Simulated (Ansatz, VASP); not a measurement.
**One calculation of TaN, two programs**

File POSCAR:

```
TaN
1.0
    5.1208427511      0.0000000000      0.0000000000
   -2.5604213756      4.4347800385      0.0000000000
    0.0000000000      0.0000000000      2.8686978849
Ta N
3 3
Direct
    0.0000000000      0.0000000000      0.0000000000
    0.3333333333      0.6666666667      0.5000000000
    0.6666666667      0.3333333333      0.5000000000
    0.5000000000      0.0000000000      0.0000000000
    0.5000000000      0.5000000000      0.0000000000
    0.0000000000      0.5000000000      0.0000000000
```

The input INCAR.step1:

```
SYSTEM = TaN
PREC = Accurate
ENCUT = 520
ISMEAR = -1
SIGMA = 0.05
LREAL = .FALSE.
LASPH = .TRUE.
NELM = 60
NBANDS = 33
GGA = PE
ALGO = Normal
EDIFF = 1E-4
LWAVE = .TRUE.
LCHARG = .FALSE.
```

The input INCAR.step2:

```
SYSTEM = TaN
PREC = Accurate
ENCUT = 520
EDIFF = 1E-7
ISMEAR = -1
SIGMA = 0.05
LREAL = .FALSE.
LASPH = .TRUE.
NELM = 60
ALGO = Normal
ISIF = 2
LWAVE = .FALSE.
LCHARG = .FALSE.
METAGGA = R2SCAN
LMIXTAU = .TRUE.
IVDW = 13
VDW_S6 = 1.0
VDW_S8 = 0.6018749
VDW_A1 = 0.51559235
VDW_A2 = 5.77342911
NBANDS = 33
ISTART = 1
```

The input KPOINTS:

```
Automatic mesh
0
G
  5 5 8
  0 0 0
```

Input for Ansatz:

```yaml
crystal:
  lattice:
    - [5.120842751139787, 0.0, 0.0]
    - [-2.5604213755698937, 4.434780038484581, 0.0]
    - [0.0, 0.0, 2.8686978848612026]
  atoms:
    - { symbol: Ta, position: [0.0, 0.0, 0.0] }
    - { symbol: Ta, position: [0.3333333333333333, 0.6666666666666666, 0.5] }
    - { symbol: Ta, position: [0.6666666666666666, 0.3333333333333333, 0.5] }
    - { symbol: "N", position: [0.5, 0.0, 0.0] }
    - { symbol: "N", position: [0.5, 0.5, 0.0] }
    - { symbol: "N", position: [0.0, 0.5, 0.0] }
basis:
  ecutwfc: 600.0
kpoints:
  mp_grid:
    grid: [5, 5, 8]
hamiltonian:
  xc: r2scan
  dispersion: d4
scf:
  occupations:
    method: fermi_dirac
    width: 0.05
output:
  stress: true
```

Alike in both runs: task single point; functional r2SCAN; dispersion D4; k mesh 5 × 5 × 8; occupations fermi-dirac, width 0.05 eV; no spin polarisation.

|  | VASP | Ansatz |
| --- | --- | --- |
| version | VASP 6.6.1 | Ansatz 0.2.0 |
| potentials or method | VASP PAW PBE potentials, release 64 (Ta_pv, N), cutoff 520 eV | plane waves, PAW |
| valence electrons in the cell | 48 | 54 |

```csv
,VASP,Ansatz,Ansatz less VASP
pressure (GPa),20.5,18.3,-2.19
"traceless stress, the component that is largest in VASP (GPa)",2.68,2.37,-0.309
```

VASP's potentials were made for PBE, not for r2SCAN. VASP's potentials hold 48 valence electrons a cell and Ansatz's 54, so a difference there can come from the potentials and not from the codes.

Neither program's run includes spin-orbit coupling.
